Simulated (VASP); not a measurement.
**C: single point with PBE**

Crystal: C.

```
C
1.0
    -0.00028   -0.00894    2.56796
     6.24030    0.00991   -0.00050
    -3.11141    5.43338   -0.01874
C
6
Cartesian
  6.2454 -0.0146 1.2986
  0.0054 -0.0198 0.0152
  -0.0118 3.6152 0.4286
  -0.0118 3.6107 1.7125
  3.1353 1.8435 0.8210
  3.1350 1.8391 2.1050
```

```
Program                : VASP 6.6.1
Task                   : single point
Functional             : PBE
Potentials or basis    : VASP PAW PBE potentials, release 64 (C)
Cutoff                 : 520 eV
k mesh                 : 10 × 6 × 6
Occupations            : gaussian, width 0.1 eV
Spin                   : no spin polarisation
Dipole correction      : no
Further INCAR settings : ALGO = Normal; EDIFF = 1e-06; NBANDS = 21
```

| Quantity | Value |
| --- | --- |
| Pressure | -0.2 GPa |
| Largest force | 0.005 eV/Å |
| Band gap on the k mesh | zero (bands 12 and 13 overlap by 0.43 eV) |

Forces on the atoms (eV/Å):
```
C    0.000  0.001  0.002
C   -0.001 -0.001 -0.002
C    0.001  0.000 -0.005
C    0.000  0.000  0.004
C   -0.001  0.000 -0.001
C    0.000 -0.001  0.001
```

Stress tensor (GPa, compression positive):
```
-0.07 -0.01  0.00
-0.01 -0.09  0.01
 0.00  0.01 -0.43
```

Levels at points of the mesh, in eV from the Fermi level:
| k point | band 9 | band 10 | band 11 | band 12 | band 13 | band 14 | band 15 | band 16 |
| --- | --- | --- | --- | --- | --- | --- | --- | --- |
| (0.00, 0.00, 0.00) | -5.73 | -5.70 | -4.69 | -4.68 | 4.69 | 8.32 | 8.36 | 8.62 |
| (0.50, 0.00, 0.00) | -0.43 | -0.43 | -0.40 | -0.40 | -0.38 | -0.38 | 0.54 | 0.54 |
| (0.00, 0.50, 0.00) | -5.58 | -5.00 | -4.98 | -4.96 | 6.71 | 6.75 | 7.08 | 8.37 |
| (0.50, 0.50, 0.00) | -0.32 | -0.32 | -0.29 | -0.28 | 0.26 | 0.26 | 0.28 | 0.28 |
| (0.00, 0.00, 0.50) | -5.57 | -5.01 | -4.99 | -4.95 | 6.70 | 6.75 | 7.06 | 8.38 |
| (0.50, 0.00, 0.50) | -0.32 | -0.32 | -0.27 | -0.27 | 0.25 | 0.25 | 0.27 | 0.27 |
| (0.00, 0.50, 0.50) | -5.59 | -5.00 | -4.97 | -4.96 | 6.72 | 6.75 | 7.09 | 8.37 |
| (0.50, 0.50, 0.50) | -0.32 | -0.32 | -0.30 | -0.30 | 0.26 | 0.26 | 0.29 | 0.29 |

It took 4.1 min on 1 thread of Intel(R) Xeon(R) Platinum 8375C CPU @ 2.90GHz (Ice Lake) (shared host), peak memory 0.35 GiB.
